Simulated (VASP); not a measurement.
# TePbS4 (F-43m) in VASP: notebook

Runs on TePbS4. Level: PBE. Tasks: relaxation of cell and atoms.

Everything below comes from runs of VASP 6.6.1. Logs are shortened: lines on timing, memory, paths and dates and some standing lists are left out, and cuts for length are marked.

**1. The cell of the first run**

It takes space group F-43m (No. 216, cubic). The conventional cell has a = 8.483 Å, b = 8.483 Å, c = 8.483 Å, α = 90.00°, β = 90.00°, γ = 90.00°. Within 4.6 Å of Te (site symmetry -43m) lie 12 S at 3.52 Å and 4 Pb at 3.67 Å. Pb (site symmetry -43m) has 12 S at 3.52 Å and 4 Te at 3.67 Å within 4.6 Å. Within 3.9 Å of S (site symmetry 3m) lie 6 S at 2.99 to 3.00 Å and 3 Pb at 3.52 Å and 3 Te at 3.52 Å.

**2. Relaxation of cell and atoms, PBE**

The input, INCAR:

```
ALGO     = Normal         # electronic algorithm
EDIFF    = 1E-7           # SCF threshold, eV
EDIFFG   = -0.08          # ionic threshold
ENCUT    = 500            # plane-wave cutoff, eV
GGA      = PE             # functional
GGA_COMPAT= F            
IBRION   = 2              # ionic algorithm
ISIF     = 3              # what is computed and relaxed
ISMEAR   = 0              # smearing method
LASPH    = T              # aspherical terms in the spheres
LCHARG   = F              # write CHGCAR
LREAL    = F              # projectors in reciprocal space
LWAVE    = F              # write WAVECAR
NELM     = 120            # most SCF steps
NELMIN   = 4            
NSW      = 36             # ionic steps
PREC     = Accurate       # precision mode
SIGMA    = 0.15           # smearing width, eV
```

The input, KPOINTS:

```
k-points
0
Gamma
  3 3 3
```

The input, POSCAR:

```
TePbS4
1.0
    0.0000000000      4.2415569100      4.2415569100
    4.2415569100      0.0000000000      4.2415569100
    4.2415569100      4.2415569100      0.0000000000
Te Pb S
1 1 4
Direct
    0.0000000000      0.0000000000      0.0000000000
    0.7500000000      0.7500000000      0.7500000000
    0.3751928000      0.3751928000      0.8744216000
    0.3751928000      0.3751928000      0.3751928000
    0.8744216000      0.3751928000      0.3751928000
    0.3751928000      0.8744216000      0.3751928000
```

Potentials or basis: VASP PAW PBE potentials, release 64 (Te, Pb_d, S).

Run with:

```sh
cat potpaw_PBE.64/Te/POTCAR potpaw_PBE.64/Pb_d/POTCAR potpaw_PBE.64/S/POTCAR > POTCAR
mpirun -np 1 vasp_std > vasp.out
```

OUTCAR:

```text
EDIFF = 1E-7
   EDIFFG = -0.08
   ENCUT = 500
   GGA = PE
   IBRION = 2
   ISIF = 3
   ISMEAR = 0
   LASPH = T
   LREAL = F
   NELM = 120
   NELMIN = 4
   NSW = 36
   PREC = Accurate

 ion  position               nearest neighbor table
   1  0.000  0.000  0.000-   2 3.67   2 3.67   2 3.67   2 3.67
   2  0.750  0.750  0.750-   1 3.67   1 3.67   1 3.67   1 3.67
   3  0.375  0.375  0.874-
   4  0.375  0.375  0.375-
   5  0.874  0.375  0.375-
   6  0.375  0.874  0.375-

  LATTYP: Found a face centered cubic cell.
 ALAT       =     8.4831138200

  Lattice vectors:

 A1 = (   0.0000000000,   4.2415569100,   4.2415569100)
 A2 = (   4.2415569100,   0.0000000000,   4.2415569100)
 A3 = (   4.2415569100,   4.2415569100,   0.0000000000)

Analysis of symmetry for initial positions (statically):
=====================================================================
 Subroutine PRICEL returns:
 Original cell was already a primitive cell.

 Routine SETGRP: Setting up the symmetry group for a
 face centered cubic supercell.

 Subroutine GETGRP returns: Found 24 space group operations
 (whereof 24 operations were pure point group operations)
 out of a pool of 48 trial point group operations.

The static configuration has the point symmetry T_d .

Analysis of symmetry for dynamics (positions and initial velocities):
=====================================================================
 Subroutine PRICEL returns:
 Original cell was already a primitive cell.

 Routine SETGRP: Setting up the symmetry group for a
 face centered cubic supercell.

 Subroutine GETGRP returns: Found 24 space group operations
 (whereof 24 operations were pure point group operations)
 out of a pool of 48 trial point group operations.

The dynamic configuration has the point symmetry T_d .

 Subroutine INISYM returns: Found 24 space group operations
 (whereof 24 operations are pure point group operations),
 and found     1 'primitive' translations

----------------------------------------------------------------------------------------

                                     Primitive cell

  volume of cell :     152.6180

  direct lattice vectors                    reciprocal lattice vectors
     0.000000000  4.241556910  4.241556910    -0.117881243  0.117881243  0.117881243
     4.241556910  0.000000000  4.241556910     0.117881243 -0.117881243  0.117881243
     4.241556910  4.241556910  0.000000000     0.117881243  0.117881243 -0.117881243

  length of vectors
     5.998467308  5.998467308  5.998467308     0.204176302  0.204176302  0.204176302

  position of ions in fractional coordinates (direct lattice)
     0.000000000  0.000000000  0.000000000
     0.750000000  0.750000000  0.750000000
     0.375192800  0.375192800  0.874421600
     0.375192800  0.375192800  0.375192800
     0.874421600  0.375192800  0.375192800
     0.375192800  0.874421600  0.375192800

  ion indices of the primitive-cell ions
   primitive index   ion index
                 1           1
                 2           2
                 3           3
                 4           4
                 5           5
                 6           6

----------------------------------------------------------------------------------------

 KPOINTS: k-points

Automatic generation of k-mesh.
 Grid dimensions read from file:
 generate k-points for:    3    3    3

 Generating k-lattice:

  Cartesian coordinates                     Fractional coordinates (reciprocal lattice)
    -0.039293748  0.039293748  0.039293748     0.333333333  0.000000000  0.000000000
     0.039293748 -0.039293748  0.039293748     0.000000000  0.333333333  0.000000000
     0.039293748  0.039293748 -0.039293748     0.000000000  0.000000000  0.333333333

  Length of vectors
     0.068058767  0.068058767  0.068058767

  Shift w.r.t. Gamma in fractional coordinates (k-lattice)
     0.000000000  0.000000000  0.000000000

 Subroutine IBZKPT returns following result:
 ===========================================

 Found      4 irreducible k-points:

 Following reciprocal coordinates:
            Coordinates               Weight
  0.000000  0.000000  0.000000      1.000000
  0.333333  0.000000  0.000000      8.000000
  0.333333  0.333333  0.000000      6.000000
 -0.333333  0.333333  0.000000     12.000000
   k-points           NKPTS =      4   k-points in BZ     NKDIM =      4   number of bands    NBANDS=     26
   number of dos      NEDOS =    301   number of ions     NIONS =      6
   total plane-waves  NPLWV = 110592
   dimension x,y,z NGX =    48 NGY =   48 NGZ =   48
   dimension x,y,z NGXF=    96 NGYF=   96 NGZF=   96
   ions per type =               1   1   4
   NGX,Y,Z   is equivalent  to a cutoff of  13.30, 13.30, 13.30 a.u.
   NGXF,Y,Z  is equivalent  to a cutoff of  26.61, 26.61, 26.61 a.u.
 SYSTEM =  unknown system
   PREC   = accura    normal or accurate (medium, high low for compatibility)
   ISTART =      0    job   : 0-new  1-cont  2-samecut
   ICHARG =      2    charge: 1-file 2-atom 10-const
   ISPIN  =      1    spin polarized calculation?
   LNONCOLLINEAR =      F non collinear calculations
   LSORBIT =      F    spin-orbit coupling
   LASPH  =      T    aspherical Exc in radial PAW
   ENCUT  =  500.0 eV  36.75 Ry    6.06 a.u.  10.94 10.94 10.94*2*pi/ulx,y,z
   NELM   =    120;   NELMIN=  4; NELMDL= -5     # of ELM steps
   EDIFF  = 0.1E-06   stopping-criterion for ELM
   LREAL  =      F    real-space projection
   EDIFFG = -.8E-01   stopping-criterion for IOM
   NSW    =     36    number of steps for IOM
   IBRION =      2    ionic relax: 0-MD 1-quasi-New 2-CG
   NFREE  =      1    steps in history (QN), initial steepest desc. (CG)
   ISIF   =      3    stress and relaxation
   ISYM   =      2    0-nonsym 1-usesym 2-fastsym
   POTIM  = 0.5000    time-step for ionic-motion
   TEBEG  =    0.0;   TEEND  =   0.0 temperature during run
   PSTRESS=    0.0 pullay stress
   NELECT =      44.0000    total number of electrons
   NUPDOWN=      -1.0000    fix difference up-down
   EMIN   =  10.00;   EMAX   =-10.00  energy-range for DOS
   EFERMI =   0.00;   METHOD = LEGACY
   ISMEAR =     0;   SIGMA  =   0.15  broadening in eV -4-tet -1-fermi 0-gaus
   EFERMI_NEDOS =   21; number of points for ismear=-14 and -15
   IALGO  =     38    algorithm
   IMIX   =      4    mixing-type and parameters
     AMIX     =   0.40;   BMIX     =  1.00
     AMIX_MAG =   1.60;   BMIX_MAG =  1.00
  volume/ion in A,a.u.               =      25.44       171.65
  Fermi-wavevector in a.u.,A,eV,Ry     =   1.081493  2.043726 15.913746  1.169627
  Thomas-Fermi vector in A             =   2.217511
   LORBIT       =      0    0 simple, 1 ext, 2 COOP (PROOUT), +10 PAW based schemes
   GGA     = PE    functional components
   LHFCALC =     F    Hartree Fock is set to
   AEXX    =    0.0000 exact exchange contribution
   IVDW    =     0    specifies the selected vdW correction
   LEPSILON=     F    determine dielectric tensor
   LRPA    =     F    only Hartree local field effects (RPA)
 conjugate gradient relaxation of ions
 non-spin polarized calculation
 Gauss-broadening in eV      SIGMA  =   0.15
  energy-cutoff  :      500.00
  volume of cell :      152.62
 maximum number of plane-waves:      3876
 NGX is ok and might be reduce to    48
   NGX = 21   NGY = 21   NGZ = 21

--------------------------------------- Ionic step        1  -------------------------------------------

 number of electron      43.9999999 magnetization

 Free energy of the ion-electron system (eV)
  ---------------------------------------------------
  ext. energy  EPLUGINS =         0.00000000
  ---------------------------------------------------
  free energy    TOTEN  =       -18.06942970 eV

  energy without entropy =      -17.93068847  energy(sigma->0) =      -18.00005909

 E-fermi :   4.5520     XC(G=0):  -9.6299

 val. band max:        4.5122530279   @ k =   0.3333   0.0000   0.0000
 cond. band min:       4.6152335794   @ k =   0.3333   0.3333   0.0000
 fundamental gap:      0.1029805516
 Fermi energy:         4.5520189689

 k-point     1 :       0.0000    0.0000    0.0000
  band No.  band energies     occupation
      1     -12.5738      2.00000
      2     -12.5738      2.00000
      3     -12.5738      2.00000
      4     -12.5675      2.00000
      5     -12.5675      2.00000
      6      -9.1008      2.00000
[... 218 lines left out ...]
  FREE ENERGIE OF THE ION-ELECTRON SYSTEM (eV)
  ---------------------------------------------------
  free  energy   TOTEN  =       -19.0826337184 eV

  energy  without entropy=      -18.9957435347  energy(sigma->0) =      -19.03918863

[... ionic steps 4 to 9 ...]

--------------------------------------- Ionic step       10  -------------------------------------------

 number of electron      44.0000001 magnetization

------------------------ aborting loop because EDIFF is reached ----------------------------------------

  FORCE on cell =-STRESS in cart. coord.  units (eV):
  Direction    XX          YY          ZZ          XY          YZ          ZX
  --------------------------------------------------------------------------------------
  -------------------------------------------------------------------------------------
  Total        0.5303572      0.5303572      0.5303572      0.0000000      0.0000000      0.0000000
  in kB        6.9455890      6.9455890      6.9455890      0.0000000      0.0000000      0.0000000
  external PRESSURE =       6.9455890 kB  Pullay stress =       0.0000000 kB
[... 65 lines left out ...]
  energy  without entropy=      -19.2478926697  energy(sigma->0) =      -19.27281887

--------------------------------------- Ionic step       12  -------------------------------------------

 number of electron      44.0000001 magnetization

 Free energy of the ion-electron system (eV)
  ---------------------------------------------------
  ext. energy  EPLUGINS =         0.00000000
  ---------------------------------------------------
  free energy    TOTEN  =       -19.30070878 eV

  energy without entropy =      -19.25062377  energy(sigma->0) =      -19.27566627

 E-fermi :   7.3044     XC(G=0): -10.5905

 val. band max:        7.2120011798   @ k =   0.3333   0.0000   0.0000
 cond. band min:       7.5763922436   @ k =  -0.3333   0.3333   0.0000
 fundamental gap:      0.3643910638
 Fermi energy:         7.3043636264

 k-point     1 :       0.0000    0.0000    0.0000
  band No.  band energies     occupation
      1      -9.6868      2.00000
      2      -9.6868      2.00000
      3      -9.6868      2.00000
      4      -9.6850      2.00000
      5      -9.6850      2.00000
      6      -8.8688      2.00000
[... 138 lines left out ...]
  FREE ENERGIE OF THE ION-ELECTRON SYSTEM (eV)
  ---------------------------------------------------
  free  energy   TOTEN  =       -19.3007087776 eV

  energy  without entropy=      -19.2506237702  energy(sigma->0) =      -19.27566627

 reached required accuracy - stopping structural energy minimisation
```

Wall time 3.2 min (1 thread of Intel Xeon Platinum 8488C (Sapphire Rapids), shared host); peak memory 0.34 GiB.

Results:

| Quantity | Value |
| --- | --- |
| Free energy | -19.3007 eV |
| Relaxed volume | 20.56 Å³/atom |
| Relaxed cell | a = 5.588 Å, b = 5.588 Å, c = 5.588 Å, α = 60.00°, β = 60.00°, γ = 60.00° |
| Space group after relaxing (to 0.05 Å) | F-43m (No. 216) |
| Energy gained by relaxing | 205.2 meV/atom |
| Ionic steps | 12 |
| Pressure after relaxing | 0.1 GPa |
| Largest force after relaxing | 0.035 eV/Å |
| Band gap on the k mesh | zero (band 22 reaches 8.12 eV, above the bottom of band 23 at 7.16 eV) |

Forces in eV/Å, atoms in the order of the input:
```
Te   0.000  0.000  0.000
Pb   0.000  0.000  0.000
S   -0.020 -0.020  0.020
S    0.020  0.020  0.020
S    0.020 -0.020 -0.020
S   -0.020  0.020 -0.020
```

Step by step:
```tsv
step	energy change (eV)	largest force (eV/Å)	pressure (GPa)	volume (Å³)
1	0.0000	0.2130	-8.18	152.62
2	-0.9869	0.4177	-1.87	125.68
3	-1.0132	0.4450	-0.03	121.82
4	-1.0132	0.4489	0.27	121.26
5	-1.0549	0.4729	0.39	120.92
6	-1.1701	0.3488	1.04	119.90
7	-1.0217	1.0656	5.11	117.89
8	-1.1988	0.1936	1.52	119.47
9	-1.2048	0.0009	2.07	119.10
10	-1.2278	0.0969	0.69	122.34
11	-1.2283	0.1127	0.47	122.95
12	-1.2313	0.0346	0.11	123.36
```

Final structure:
```
Te Pb S
1.0
     0.00000    3.95111    3.95111
     3.95111    0.00000    3.95111
     3.95111    3.95111    0.00000
Te Pb S
1 1 4
Direct
  0.00000 0.00000 0.00000
  0.75000 0.75000 0.75000
  0.36229 0.36229 0.91312
  0.36229 0.36229 0.36229
  0.91312 0.36229 0.36229
  0.36229 0.91312 0.36229
```

Caveat: the k points lie up to 0.46 Å⁻¹ apart in the final cell; the volume moved by over 15 % at a fixed basis, so the end points are rough; spin-orbit coupling is left out, which moves the levels of the heavy elements; the relaxation stopped at a loose force limit of 0.08 eV/Å, so its end isn't a converged minimum.

(Part 1 of 2 ends here.)
